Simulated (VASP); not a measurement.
# GaN (I4/mmm) in VASP: further runs

The runs below take GaN through single point, with PBEsol.

Program: VASP 6.6.1. These are calculated values, not measurements. Logs are shortened: lines on timing, memory, paths and dates and some standing lists are left out, and cuts for length are marked.

## 1. The cell of the first run

The structure is tetragonal, space group I4/mmm (No. 139). Conventional cell: a = 3.020 Å, b = 3.020 Å, c = 4.014 Å, α = 90.00°, β = 90.00°, γ = 90.00°. Within 2.7 Å of Ga (site symmetry 4/mmm) lie 6 N at 2.01 to 2.14 Å. N (site symmetry 4/mmm) has 6 Ga at 2.01 to 2.14 Å within 2.7 Å.

## 2. Single point, PBEsol (strain -0.0600 x Voigt [0, 1, 0, 0, 0, 0])

File INCAR:

```
PREC = Accurate
ENCUT = 520
EDIFF = 1E-6
ISMEAR = 0
SIGMA = 0.03
LREAL = F
LASPH = T
NELM = 100
ALGO = Normal
ISIF = 2
LWAVE = F
LCHARG = F
GGA = PS
NBANDS = 16
```

File KPOINTS:

```
regular mesh
0
Gamma
  14 14 14
```

File POSCAR:

```
GaN
1.0
    0.0000000000      2.0071209000      2.1352350000
    2.1352350000      0.0000000000      2.1352350000
    2.1352350000      2.0071209000      0.0000000000
Ga N
1 1
Direct
    0.0000000000      0.0000000000      0.0000000000
    0.5000000000      0.5000000000      0.5000000000
```

Potentials or basis: VASP PAW PBE potentials, release 64 (Ga_d, N).

Run with:

```
> cat potpaw_PBE.64/Ga_d/POTCAR potpaw_PBE.64/N/POTCAR > POTCAR
> mpirun -np 1 vasp_std > vasp.out
```

OUTCAR:

```text
PREC = Accurate
   ENCUT = 520
   EDIFF = 1E-6
   ISMEAR = 0
   LREAL = F
   LASPH = T
   NELM = 100
   ISIF = 2
   GGA = PS

 ion  position               nearest neighbor table
   1  0.000  0.000  0.000-   2 2.01   2 2.01   2 2.14   2 2.14   2 2.14   2 2.14
   2  0.500  0.500  0.500-   1 2.01   1 2.01   1 2.14   1 2.14   1 2.14   1 2.14

  LATTYP: Found a body centered tetragonal cell.
 ALAT       =     3.0196782959
 C/A-ratio  =     1.3293607486

  Lattice vectors:

 A1 = (   0.0000000000,  -2.0071209000,   2.1352350000)
 A2 = (   0.0000000000,  -2.0071209000,  -2.1352350000)
 A3 = (   2.1352350000,   2.0071209000,   0.0000000000)

Analysis of symmetry for initial positions (statically):
=====================================================================
 Subroutine PRICEL returns:
 Original cell was already a primitive cell.

 Routine SETGRP: Setting up the symmetry group for a
 body centered tetragonal supercell.

 Subroutine GETGRP returns: Found 16 space group operations
 (whereof 16 operations were pure point group operations)
 out of a pool of 16 trial point group operations.

The static configuration has the point symmetry D_4h.

Analysis of symmetry for dynamics (positions and initial velocities):
=====================================================================
 Subroutine PRICEL returns:
 Original cell was already a primitive cell.

 Routine SETGRP: Setting up the symmetry group for a
 body centered tetragonal supercell.

 Subroutine GETGRP returns: Found 16 space group operations
 (whereof 16 operations were pure point group operations)
 out of a pool of 16 trial point group operations.

The dynamic configuration has the point symmetry D_4h.

 Subroutine INISYM returns: Found 16 space group operations
 (whereof 16 operations are pure point group operations),
 and found     1 'primitive' translations

----------------------------------------------------------------------------------------

                                     Primitive cell

  volume of cell :      18.3018

  direct lattice vectors                    reciprocal lattice vectors
     0.000000000  2.007120900  2.135235000    -0.234166263  0.249113045  0.234166263
     2.135235000  0.000000000  2.135235000     0.234166263 -0.249113045  0.234166263
     2.135235000  2.007120900  0.000000000     0.234166263  0.249113045 -0.234166263

  length of vectors
     2.930488494  3.019678296  2.930488494     0.414397136  0.414397136  0.414397136

  position of ions in fractional coordinates (direct lattice)
     0.000000000  0.000000000  0.000000000
     0.500000000  0.500000000  0.500000000

  ion indices of the primitive-cell ions
   primitive index   ion index
                 1           1
                 2           2

----------------------------------------------------------------------------------------

 KPOINTS: regular mesh

Automatic generation of k-mesh.
 Grid dimensions read from file:
 generate k-points for:   14   14   14

 Generating k-lattice:

  Cartesian coordinates                     Fractional coordinates (reciprocal lattice)
    -0.016726162  0.017793789  0.016726162     0.071428571  0.000000000  0.000000000
     0.016726162 -0.017793789  0.016726162     0.000000000  0.071428571  0.000000000
     0.016726162  0.017793789 -0.016726162     0.000000000  0.000000000  0.071428571

  Length of vectors
     0.029599795  0.029599795  0.029599795

  Shift w.r.t. Gamma in fractional coordinates (k-lattice)
     0.000000000  0.000000000  0.000000000

 Subroutine IBZKPT returns following result:
 ===========================================

 Found    244 irreducible k-points:

 Following reciprocal coordinates:
            Coordinates               Weight
  0.000000  0.000000  0.000000      1.000000
  0.071429  0.000000  0.000000      8.000000
  0.142857  0.000000  0.000000      8.000000
  0.214286  0.000000  0.000000      8.000000
  0.285714  0.000000  0.000000      8.000000
  0.357143  0.000000  0.000000      8.000000
[... 16 lines left out ...]
  0.214286  0.142857  0.000000     16.000000
  0.285714  0.142857  0.000000     16.000000
 [... further k-points ...]
   k-points           NKPTS =    244   k-points in BZ     NKDIM =    244   number of bands    NBANDS=     16
   number of dos      NEDOS =    301   number of ions     NIONS =      2
   total plane-waves  NPLWV =  13824
   dimension x,y,z NGX =    24 NGY =   24 NGZ =   24
   dimension x,y,z NGXF=    48 NGYF=   48 NGZF=   48
   ions per type =               1   1
   NGX,Y,Z   is equivalent  to a cutoff of  13.62, 13.21, 13.62 a.u.
   NGXF,Y,Z  is equivalent  to a cutoff of  27.23, 26.43, 27.23 a.u.
 SYSTEM =  unknown system
   PREC   = accura    normal or accurate (medium, high low for compatibility)
   ISTART =      0    job   : 0-new  1-cont  2-samecut
   ICHARG =      2    charge: 1-file 2-atom 10-const
   ISPIN  =      1    spin polarized calculation?
   LNONCOLLINEAR =      F non collinear calculations
   LSORBIT =      F    spin-orbit coupling
   LASPH  =      T    aspherical Exc in radial PAW
   ENCUT  =  520.0 eV  38.22 Ry    6.18 a.u.   5.45  5.61  5.45*2*pi/ulx,y,z
   NELM   =    100;   NELMIN=  2; NELMDL= -5     # of ELM steps
   EDIFF  = 0.1E-05   stopping-criterion for ELM
   LREAL  =      F    real-space projection
   EDIFFG = 0.1E-04   stopping-criterion for IOM
   NSW    =      0    number of steps for IOM
   IBRION =     -1    ionic relax: 0-MD 1-quasi-New 2-CG
   NFREE  =      0    steps in history (QN), initial steepest desc. (CG)
   ISIF   =      2    stress and relaxation
   ISYM   =      2    0-nonsym 1-usesym 2-fastsym
   POTIM  = 0.5000    time-step for ionic-motion
   TEBEG  =    0.0;   TEEND  =   0.0 temperature during run
   PSTRESS=    0.0 pullay stress
   NELECT =      18.0000    total number of electrons
   NUPDOWN=      -1.0000    fix difference up-down
   EMIN   =  10.00;   EMAX   =-10.00  energy-range for DOS
   EFERMI =   0.00;   METHOD = LEGACY
   ISMEAR =     0;   SIGMA  =   0.03  broadening in eV -4-tet -1-fermi 0-gaus
   EFERMI_NEDOS =   21; number of points for ismear=-14 and -15
   IALGO  =     38    algorithm
   IMIX   =      4    mixing-type and parameters
     AMIX     =   0.40;   BMIX     =  1.00
     AMIX_MAG =   1.60;   BMIX_MAG =  1.00
  volume/ion in A,a.u.               =       9.15        61.75
  Fermi-wavevector in a.u.,A,eV,Ry     =   1.628049  3.076566 36.062817  2.650542
  Thomas-Fermi vector in A             =   2.720743
   LORBIT       =      0    0 simple, 1 ext, 2 COOP (PROOUT), +10 PAW based schemes
   GGA     = PS    functional components
   LHFCALC =     F    Hartree Fock is set to
   AEXX    =    0.0000 exact exchange contribution
   IVDW    =     0    specifies the selected vdW correction
   LEPSILON=     F    determine dielectric tensor
   LRPA    =     F    only Hartree local field effects (RPA)
 non-spin polarized calculation
 Gauss-broadening in eV      SIGMA  =   0.03
  energy-cutoff  :      520.00
  volume of cell :       18.30
 maximum number of plane-waves:       515
 NGX is ok and might be reduce to    24
   NGX = 11   NGY = 11   NGZ = 11

 number of electron      18.0000000 magnetization

 Free energy of the ion-electron system (eV)
  ---------------------------------------------------
  ext. energy  EPLUGINS =         0.00000000
  ---------------------------------------------------
  free energy    TOTEN  =       -12.21494587 eV

  energy without entropy =      -12.21494587  energy(sigma->0) =      -12.21494587

 E-fermi :   8.3611     XC(G=0): -13.4519

 val. band max:        8.1773285277   @ k =  -0.2143   0.1429  -0.0000
 cond. band min:       8.5119483236   @ k =   0.5000   0.0000   0.5000
 fundamental gap:      0.3346197959
 Fermi energy:         8.3611053025

 k-point     1 :       0.0000    0.0000    0.0000
  band No.  band energies     occupation
      1      -9.5019      2.00000
      2      -5.7768      2.00000
      3      -5.7768      2.00000
      4      -5.7401      2.00000
      5      -5.7059      2.00000
      6      -5.6097      2.00000
[... 8 lines left out ...]
     15      23.4693      0.00000
     16      24.2095      0.00000

 k-point     2 :       0.0714    0.0000    0.0000
  band No.  band energies     occupation
      1      -9.3982      2.00000
      2      -5.7773      2.00000
      3      -5.7712      2.00000
      4      -5.7380      2.00000
      5      -5.7105      2.00000
      6      -5.6218      2.00000
[... 8 lines left out ...]
     15      23.8025      0.00000
     16      25.5581      0.00000

 k-point     3 :       0.1429    0.0000    0.0000
  band No.  band energies     occupation
      1      -9.0918      2.00000
      2      -5.7860      2.00000
      3      -5.7802      2.00000
      4      -5.7342      2.00000
      5      -5.6986      2.00000
      6      -5.6460      2.00000
[... 8 lines left out ...]
     15      24.4993      0.00000
     16      25.3844      0.00000

 k-point     4 :       0.2143    0.0000    0.0000
  band No.  band energies     occupation
      1      -8.5992      2.00000
      2      -5.8217      2.00000
      3      -5.8078      2.00000
      4      -5.7586      2.00000
      5      -5.6522      2.00000
      6      -5.6420      2.00000
[... 8 lines left out ...]
     15      25.5603      0.00000
     16      25.8700      0.00000
[... 324 lines left out ...]
 k-point    22 :       0.1429    0.1429    0.0000
  band No.  band energies     occupation
      1      -9.0182      2.00000
      2      -5.8126      2.00000
      3      -5.7574      2.00000
      4      -5.7207      2.00000
      5      -5.7038      2.00000
      6      -5.5957      2.00000
[... 8 lines left out ...]
     15      27.4358      0.00000
     16      28.5958      0.00000

 k-point    23 :       0.2143    0.1429    0.0000
  band No.  band energies     occupation
      1      -8.7068      2.00000
      2      -5.8278      2.00000
      3      -5.7806      2.00000
      4      -5.6949      2.00000
      5      -5.6708      2.00000
      6      -5.5818      2.00000
[... 8 lines left out ...]
     15      27.8268      0.00000
     16      28.8744      0.00000

 k-point    24 :       0.2857    0.1429    0.0000
  band No.  band energies     occupation
      1      -8.2506      2.00000
      2      -5.8441      2.00000
      3      -5.8064      2.00000
      4      -5.7103      2.00000
      5      -5.5952      2.00000
      6      -5.5411      2.00000
[... 8 lines left out ...]
     15      27.8730      0.00000
     16      29.3302      0.00000

 [... further k-points ...]

------------------------ aborting loop because EDIFF is reached ----------------------------------------

  FORCE on cell =-STRESS in cart. coord.  units (eV):
  Direction    XX          YY          ZZ          XY          YZ          ZX
  --------------------------------------------------------------------------------------
  -------------------------------------------------------------------------------------
  Total        0.4070969      2.0785767      0.4070969      0.0000000      0.0000000      0.0000000
  in kB       35.6380152    181.9624379     35.6380152      0.0000000      0.0000000      0.0000000
  external PRESSURE =      84.4128228 kB  Pullay stress =       0.0000000 kB

 VOLUME and BASIS-vectors are now :
 -----------------------------------------------------------------------------
  energy-cutoff  :      520.00
  volume of cell :       18.30
      direct lattice vectors                 reciprocal lattice vectors
     0.000000000  2.007120900  2.135235000    -0.234166263  0.249113045  0.234166263
     2.135235000  0.000000000  2.135235000     0.234166263 -0.249113045  0.234166263
     2.135235000  2.007120900  0.000000000     0.234166263  0.249113045 -0.234166263

 POSITION                                       TOTAL-FORCE (eV/Angst)
 -----------------------------------------------------------------------------------
      0.00000      0.00000      0.00000         0.000000     -0.000000     -0.000000
      2.13524      2.00712      2.13524        -0.000000      0.000000      0.000000
 -----------------------------------------------------------------------------------
    total drift:                                0.000000     -0.000000     -0.000000

  FREE ENERGIE OF THE ION-ELECTRON SYSTEM (eV)
  ---------------------------------------------------
  free  energy   TOTEN  =       -12.2149458665 eV

  energy  without entropy=      -12.2149458665  energy(sigma->0) =      -12.21494587
```

It took 83 s on 1 thread of Intel Xeon 8259CL, shared host; peak memory 0.2 GiB.

What came out:

- Free energy: -12.2149 eV
- Pressure: 8.4 GPa
- Band gap on the k mesh: 0.33 eV (least direct gap 2.99 eV)

Stress tensor (GPa, compression positive):
```
 3.56  0.00  0.00
 0.00 18.20  0.00
 0.00  0.00  3.56
```

Levels at points of the mesh, in eV from the valence-band top:
| k point | band 5 | band 6 | band 7 | band 8 | band 9 | band 10 | band 11 | band 12 | band 13 | band 14 |
| --- | --- | --- | --- | --- | --- | --- | --- | --- | --- | --- |
| (0.00, 0.00, 0.00) | -13.88 | -13.79 | -1.00 | -0.38 | -0.38 | 2.61 | 14.66 | 14.66 | 15.14 | 15.29 |
| (0.50, 0.00, 0.00) | -13.72 | -13.67 | -8.50 | -0.34 | -0.05 | 4.62 | 8.52 | 9.83 | 9.99 | 16.48 |
| (0.50, 0.50, 0.00) | -13.60 | -11.04 | -7.52 | -3.53 | -2.64 | 0.98 | 8.00 | 11.88 | 14.07 | 16.00 |
| (0.50, 0.00, 0.50) | -13.61 | -10.42 | -7.35 | -3.48 | -3.48 | 0.33 | 7.22 | 12.65 | 14.41 | 14.41 |

Caveat: the cell differs from its parent crystal (strain -0.0600 x Voigt [0, 1, 0, 0, 0, 0]); the cell stands under pressure; the PAW data sets were made with another functional, which shifts forces and pressure a little. A k mesh can miss the band edges.

## 3. Single point, PBEsol (strain -0.0450 x Voigt [0, 1, 0, 0, 0, 0])

File INCAR:

```
SYSTEM = GaN
ALGO = Normal
EDIFF = 1E-6
ENCUT = 520
GGA = PS
ISIF = 2
ISMEAR = 0
LASPH = .True.
LCHARG = .False.
LREAL = .False.
LWAVE = .False.
NBANDS = 16
NELM = 80
PREC = Accurate
SIGMA = 0.03
```

File KPOINTS:

```
k-points
0
Gamma
  14 14 14
  0 0 0
```

File POSCAR:

```
GaN
1.0
    0.0000000000      2.0391494250      2.1352350000
    2.1352350000      0.0000000000      2.1352350000
    2.1352350000      2.0391494250      0.0000000000
Ga N
1 1
Direct
    0.0000000000      0.0000000000      0.0000000000
    0.5000000000      0.5000000000      0.5000000000
```

Potentials or basis: VASP PAW PBE potentials, release 64 (Ga_d, N).

Run with:

```
> cat potpaw_PBE.64/Ga_d/POTCAR potpaw_PBE.64/N/POTCAR > POTCAR
> mpirun -np 1 vasp_std > vasp.out
```

Run time: 83 s. Hardware: 1 thread of Intel Xeon 8259CL, shared host; peak memory 0.2 GiB.

It converged, with:

```yaml
Free_energy: -12.2409 eV
Pressure: 3.7 GPa
Band_gap_on_the_k_mesh: 0.31 eV (least direct gap 2.82 eV)
```

Stress tensor (GPa, compression positive):
```
 0.46  0.00  0.00
 0.00 10.12  0.00
 0.00  0.00  0.46
```

Levels at points of the mesh, in eV from the valence-band top:
| k point | band 7 | band 8 | band 9 | band 10 | band 11 | band 12 |
| --- | --- | --- | --- | --- | --- | --- |
| (0.00, 0.00, 0.00) | -0.86 | -0.41 | -0.41 | 2.41 | 14.59 | 14.59 |
| (0.50, 0.00, 0.00) | -8.41 | -0.30 | -0.08 | 4.59 | 8.59 | 9.59 |
| (0.50, 0.50, 0.00) | -7.38 | -3.39 | -2.73 | 0.79 | 7.89 | 11.79 |
| (0.50, 0.00, 0.50) | -7.26 | -3.34 | -3.34 | 0.31 | 7.32 | 12.36 |

Caveat: the cell differs from its parent crystal (strain -0.0450 x Voigt [0, 1, 0, 0, 0, 0]); the cell stands under pressure; the PAW data sets were made with another functional, which shifts forces and pressure a little. A k mesh can miss the band edges.
